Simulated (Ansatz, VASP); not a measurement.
## One calculation of Al, two programs

```
Al
1.0
     3.84829    0.00000    0.00472
     0.00000    3.84829    0.00000
    -1.92152    0.00000    2.13086
Al
2
Direct
  0.00000 0.00000 0.00000
  0.50000 0.50000 0.00000
```

Change from the starting cell: band edges of the strained film's bulk.

Alike in both runs: task single point; functional PBE; k mesh 9 × 9 × 16; occupations gaussian, width 0.1 eV; no spin polarisation.

```csv
,VASP,Ansatz
version,VASP 6.6.1,Ansatz 0.2.0
potentials or method,"VASP PAW PBE potentials, release 64 (Al), cutoff 520 eV","scalar-relativistic, plane waves, PAW"
valence electrons in the cell,6,6
```

|  | VASP | Ansatz | Ansatz less VASP |
| --- | --- | --- | --- |
| gap on the k mesh at the Fermi level (eV) | none | none | - |
| pressure (GPa) | 4.6 | 4.6 | +0.03 |
| traceless stress, the component that is largest in VASP (GPa) | -4.60 | -4.61 | -0.006 |

A gap of «none» marks a metal or a gap that the smearing closes. The functional is the same, so the differences come from potentials, cutoffs and numerics.
